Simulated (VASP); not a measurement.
# MgS (P6_3mc) in VASP: settings compared

Aim: see how the results for MgS move with the level of theory and the settings. Levels: PBE, LDA, r2SCAN, HSE06. Tasks: single point.

All numbers are computed with VASP 6.6.1; they aren't measurements. Logs are shortened: lines on timing, memory, paths and dates and some standing lists are left out, and cuts for length are marked.

## (1) The cell of the first run

The structure is hexagonal, space group P6_3mc (No. 186). Conventional cell: a = 4.029 Å, b = 4.029 Å, c = 6.454 Å, α = 90.00°, β = 90.00°, γ = 120.00°. Mg (site symmetry 3m) has 4 S at 2.45 to 2.46 Å within 3.2 Å. S (site symmetry 3m) has 4 Mg at 2.45 to 2.46 Å within 3.2 Å.

## (2) Single point, PBE

The input, INCAR:

```
PREC = Accurate
ENCUT = 520
EDIFF = 1E-6
ISMEAR = 0
SIGMA = 0.01
LREAL = F
LASPH = T
NELM = 100
ALGO = Normal
ISIF = 2
LWAVE = F
LCHARG = T
GGA = PE
LELF = T
LVHAR = T
NBANDS = 16
```

The input, KPOINTS:

```
regular mesh
0
Gamma
  6 6 4
```

The input, POSCAR:

```
MgS
1.0
    4.0286256320      0.0000000000      0.0000000000
   -2.0143128160      3.4888921397      0.0000000000
    0.0000000000      0.0000000000      6.4543927776
Mg S
2 2
Direct
    0.3333333333      0.6666666667     -0.0028727191
    0.6666666667      0.3333333333      0.4971272809
    0.3333333333      0.6666666667      0.3778727191
    0.6666666667      0.3333333333      0.8778727191
```

Potentials or basis: VASP PAW PBE potentials, release 64 (Mg, S).

The run is started by

```console
$ cat potpaw_PBE.64/Mg/POTCAR potpaw_PBE.64/S/POTCAR > POTCAR
$ mpirun -np 1 vasp_std > vasp.out
```

OUTCAR:

```text
PREC = Accurate
   ENCUT = 520
   EDIFF = 1E-6
   ISMEAR = 0
   LREAL = F
   LASPH = T
   NELM = 100
   ISIF = 2
   GGA = PE

 ion  position               nearest neighbor table
   1  0.333  0.667  0.997-   4 2.45   4 2.45   4 2.45   3 2.46
   2  0.667  0.333  0.497-   3 2.45   3 2.45   3 2.45   4 2.46
   3  0.333  0.667  0.378-   2 2.45   2 2.45   2 2.45   1 2.46
   4  0.667  0.333  0.878-   1 2.45   1 2.45   1 2.45   2 2.46

  LATTYP: Found a hexagonal cell.
 ALAT       =     4.0286256320
 C/A-ratio  =     1.6021326793

  Lattice vectors:

 A1 = (   4.0286256320,   0.0000000000,   0.0000000000)
 A2 = (  -2.0143128160,   3.4888921397,   0.0000000000)
 A3 = (   0.0000000000,   0.0000000000,   6.4543927776)

Analysis of symmetry for initial positions (statically):
=====================================================================
 Subroutine PRICEL returns:
 Original cell was already a primitive cell.

 Routine SETGRP: Setting up the symmetry group for a
 hexagonal supercell.

 Subroutine GETGRP returns: Found 12 space group operations
 (whereof  6 operations were pure point group operations)
 out of a pool of 24 trial point group operations.

The static configuration has the point symmetry C_3v.
 The point group associated with its full space group is C_6v.

Analysis of symmetry for dynamics (positions and initial velocities):
=====================================================================
 Subroutine PRICEL returns:
 Original cell was already a primitive cell.

 Routine SETGRP: Setting up the symmetry group for a
 hexagonal supercell.

 Subroutine GETGRP returns: Found 12 space group operations
 (whereof  6 operations were pure point group operations)
 out of a pool of 24 trial point group operations.

The dynamic configuration has the point symmetry C_3v.
 The point group associated with its full space group is C_6v.

 Subroutine INISYM returns: Found 12 space group operations
 (whereof  6 operations are pure point group operations),
 and found     1 'primitive' translations

----------------------------------------------------------------------------------------

                                     Primitive cell

  volume of cell :      90.7193

  direct lattice vectors                    reciprocal lattice vectors
     4.028625632  0.000000000  0.000000000     0.248223611  0.143311968  0.000000000
    -2.014312816  3.488892140  0.000000000     0.000000000  0.286623937  0.000000000
     0.000000000  0.000000000  6.454392778     0.000000000  0.000000000  0.154933242

  length of vectors
     4.028625632  4.028625632  6.454392778     0.286623937  0.286623937  0.154933242

  position of ions in fractional coordinates (direct lattice)
     0.333333333  0.666666667  0.997127281
     0.666666667  0.333333333  0.497127281
     0.333333333  0.666666667  0.377872719
     0.666666667  0.333333333  0.877872719

  ion indices of the primitive-cell ions
   primitive index   ion index
                 1           1
                 2           2
                 3           3
                 4           4

----------------------------------------------------------------------------------------

 KPOINTS: regular mesh

Automatic generation of k-mesh.
 Grid dimensions read from file:
 generate k-points for:    6    6    4

 Generating k-lattice:

  Cartesian coordinates                     Fractional coordinates (reciprocal lattice)
     0.041370602  0.023885328  0.000000000     0.166666667  0.000000000  0.000000000
     0.000000000  0.047770656  0.000000000     0.000000000  0.166666667  0.000000000
     0.000000000  0.000000000  0.038733311     0.000000000  0.000000000  0.250000000

  Length of vectors
     0.047770656  0.047770656  0.038733311

  Shift w.r.t. Gamma in fractional coordinates (k-lattice)
     0.000000000  0.000000000  0.000000000

 Subroutine IBZKPT returns following result:
 ===========================================

 Found     21 irreducible k-points:

 Following reciprocal coordinates:
            Coordinates               Weight
  0.000000  0.000000  0.000000      1.000000
  0.166667  0.000000  0.000000      6.000000
  0.333333  0.000000  0.000000      6.000000
  0.500000  0.000000  0.000000      3.000000
  0.166667  0.166667  0.000000      6.000000
  0.333333  0.166667  0.000000     12.000000
[... 13 lines left out ...]
  0.333333  0.166667  0.500000     12.000000
  0.333333  0.333333  0.500000      2.000000
   k-points           NKPTS =     21   k-points in BZ     NKDIM =     21   number of bands    NBANDS=     16
   number of dos      NEDOS =    301   number of ions     NIONS =      4
   total plane-waves  NPLWV =  43200
   dimension x,y,z NGX =    30 NGY =   30 NGZ =   48
   dimension x,y,z NGXF=    60 NGYF=   60 NGZF=   96
   ions per type =               2   2
   NGX,Y,Z   is equivalent  to a cutoff of  12.38, 12.38, 12.36 a.u.
   NGXF,Y,Z  is equivalent  to a cutoff of  24.76, 24.76, 24.73 a.u.
 SYSTEM =  unknown system
   PREC   = accura    normal or accurate (medium, high low for compatibility)
   ISTART =      0    job   : 0-new  1-cont  2-samecut
   ICHARG =      2    charge: 1-file 2-atom 10-const
   ISPIN  =      1    spin polarized calculation?
   LNONCOLLINEAR =      F non collinear calculations
   LSORBIT =      F    spin-orbit coupling
   LASPH  =      T    aspherical Exc in radial PAW
   ENCUT  =  520.0 eV  38.22 Ry    6.18 a.u.   7.49  7.49 12.00*2*pi/ulx,y,z
   NELM   =    100;   NELMIN=  2; NELMDL= -5     # of ELM steps
   EDIFF  = 0.1E-05   stopping-criterion for ELM
   LREAL  =      F    real-space projection
   EDIFFG = 0.1E-04   stopping-criterion for IOM
   NSW    =      0    number of steps for IOM
   IBRION =     -1    ionic relax: 0-MD 1-quasi-New 2-CG
   NFREE  =      0    steps in history (QN), initial steepest desc. (CG)
   ISIF   =      2    stress and relaxation
   ISYM   =      2    0-nonsym 1-usesym 2-fastsym
   POTIM  = 0.5000    time-step for ionic-motion
   TEBEG  =    0.0;   TEEND  =   0.0 temperature during run
   PSTRESS=    0.0 pullay stress
   NELECT =      16.0000    total number of electrons
   NUPDOWN=      -1.0000    fix difference up-down
   EMIN   =  10.00;   EMAX   =-10.00  energy-range for DOS
   EFERMI =   0.00;   METHOD = LEGACY
   ISMEAR =     0;   SIGMA  =   0.01  broadening in eV -4-tet -1-fermi 0-gaus
   EFERMI_NEDOS =   21; number of points for ismear=-14 and -15
   IALGO  =     38    algorithm
   IMIX   =      4    mixing-type and parameters
     AMIX     =   0.40;   BMIX     =  1.00
     AMIX_MAG =   1.60;   BMIX_MAG =  1.00
  volume/ion in A,a.u.               =      22.68       153.05
  Fermi-wavevector in a.u.,A,eV,Ry     =   0.918082  1.734924 11.468008  0.842875
  Thomas-Fermi vector in A             =   2.043124
   LORBIT       =      0    0 simple, 1 ext, 2 COOP (PROOUT), +10 PAW based schemes
   GGA     = PE    functional components
   LHFCALC =     F    Hartree Fock is set to
   AEXX    =    0.0000 exact exchange contribution
   IVDW    =     0    specifies the selected vdW correction
   LEPSILON=     F    determine dielectric tensor
   LRPA    =     F    only Hartree local field effects (RPA)
 non-spin polarized calculation
 Gauss-broadening in eV      SIGMA  =   0.01
  energy-cutoff  :      520.00
  volume of cell :       90.72
 maximum number of plane-waves:      2463
 NGX is ok and might be reduce to    30
   NGX = 15   NGY = 15   NGZ = 25

 number of electron      16.0000003 magnetization

 Free energy of the ion-electron system (eV)
  ---------------------------------------------------
  ext. energy  EPLUGINS =         0.00000000
  ---------------------------------------------------
  free energy    TOTEN  =       -16.97598726 eV

  energy without entropy =      -16.97598726  energy(sigma->0) =      -16.97598726

 E-fermi :   1.2269     XC(G=0):  -8.3813

 val. band max:        1.1600467223   @ k =   0.0000   0.0000   0.0000
 cond. band min:       4.6250609018   @ k =   0.0000   0.0000   0.0000
 fundamental gap:      3.4650141795
 Fermi energy:         1.2269400875

 k-point     1 :       0.0000    0.0000    0.0000
  band No.  band energies     occupation
      1     -10.2139      2.00000
      2      -9.4928      2.00000
      3      -2.0398      2.00000
      4       0.6374      2.00000
      5       0.6374      2.00000
      6       1.0479      2.00000
[... 8 lines left out ...]
     15       9.7056      0.00000
     16      10.2914      0.00000

 k-point     2 :       0.1667    0.0000    0.0000
  band No.  band energies     occupation
      1     -10.0810      2.00000
      2      -9.4284      2.00000
      3      -1.8274      2.00000
      4      -0.1246      2.00000
      5       0.2625      2.00000
      6       0.4322      2.00000
[... 8 lines left out ...]
     15       9.8191      0.00000
     16       9.9278      0.00000

 k-point     3 :       0.3333    0.0000    0.0000
  band No.  band energies     occupation
      1      -9.7649      2.00000
      2      -9.3201      2.00000
      3      -1.4087      2.00000
      4      -1.1482      2.00000
      5      -0.7856      2.00000
      6       0.1063      2.00000
[... 8 lines left out ...]
     15       9.8128      0.00000
     16      11.3550      0.00000

 k-point     4 :       0.5000    0.0000    0.0000
  band No.  band energies     occupation
      1      -9.5474      2.00000
      2      -9.3081      2.00000
      3      -1.8128      2.00000
      4      -1.2519      2.00000
      5      -0.6978      2.00000
      6      -0.0326      2.00000
[... 8 lines left out ...]
     15      10.2249      0.00000
     16      12.2964      0.00000
[... 267 lines left out ...]
 k-point    19 :       0.1667    0.1667    0.5000
  band No.  band energies     occupation
      1      -9.6096      2.00000
      2      -9.6096      2.00000
      3      -1.2665      2.00000
      4      -1.2665      2.00000
      5       0.1632      2.00000
      6       0.1632      2.00000
[... 8 lines left out ...]
     15      10.0942      0.00000
     16      10.0942      0.00000

 k-point    20 :       0.3333    0.1667    0.5000
  band No.  band energies     occupation
      1      -9.4271      2.00000
      2      -9.4271      2.00000
      3      -1.7128      2.00000
      4      -1.7128      2.00000
      5      -0.2386      2.00000
      6      -0.2386      2.00000
[... 8 lines left out ...]
     15      10.5749      0.00000
     16      10.5749      0.00000

 k-point    21 :       0.3333    0.3333    0.5000
  band No.  band energies     occupation
      1      -9.3643      2.00000
      2      -9.3643      2.00000
      3      -1.5986      2.00000
      4      -1.5986      2.00000
      5      -0.7943      2.00000
      6      -0.7943      2.00000
[... 8 lines left out ...]
     15      10.5022      0.00000
     16      10.5022      0.00000

------------------------ aborting loop because EDIFF is reached ----------------------------------------

  FORCE on cell =-STRESS in cart. coord.  units (eV):
  Direction    XX          YY          ZZ          XY          YZ          ZX
  --------------------------------------------------------------------------------------
  -------------------------------------------------------------------------------------
  Total        0.5272879      0.5272879      0.4965708      0.0000000     -0.0000000      0.0000000
  in kB        9.3123348      9.3123348      8.7698444      0.0000000     -0.0000000      0.0000000
  external PRESSURE =       9.1315047 kB  Pullay stress =       0.0000000 kB

 VOLUME and BASIS-vectors are now :
 -----------------------------------------------------------------------------
  energy-cutoff  :      520.00
  volume of cell :       90.72
      direct lattice vectors                 reciprocal lattice vectors
     4.028625632  0.000000000  0.000000000     0.248223611  0.143311968  0.000000000
    -2.014312816  3.488892140  0.000000000     0.000000000  0.286623937  0.000000000
     0.000000000  0.000000000  6.454392778     0.000000000  0.000000000  0.154933242

 POSITION                                       TOTAL-FORCE (eV/Angst)
 -----------------------------------------------------------------------------------
     -0.00000      2.32593      6.43585        -0.000000      0.000000     -0.003799
      2.01431      1.16296      3.20865         0.000000     -0.000000     -0.003799
     -0.00000      2.32593      2.43894        -0.000000      0.000000      0.003799
      2.01431      1.16296      5.66614         0.000000      0.000000      0.003799
 -----------------------------------------------------------------------------------
    total drift:                               -0.000000      0.000000      0.000498

  FREE ENERGIE OF THE ION-ELECTRON SYSTEM (eV)
  ---------------------------------------------------
  free  energy   TOTEN  =       -16.9759872572 eV

  energy  without entropy=      -16.9759872572  energy(sigma->0) =      -16.97598726
```

It took 26 s on 1 thread of Intel Xeon Platinum 8375C at 2.90GHz (Ice Lake), shared host; peak memory 0.2 GiB.

What came out:

```
Free energy            : -16.9760 eV
Pressure               : 0.9 GPa
Largest force          : 0.004 eV/Å
Band gap on the k mesh : 3.47 eV
```

Forces in eV/Å, atoms in the order of the input:
```
Mg   0.000  0.000 -0.004
Mg   0.000  0.000 -0.004
S    0.000  0.000  0.004
S    0.000  0.000  0.004
```

[end of part 1 of 3]
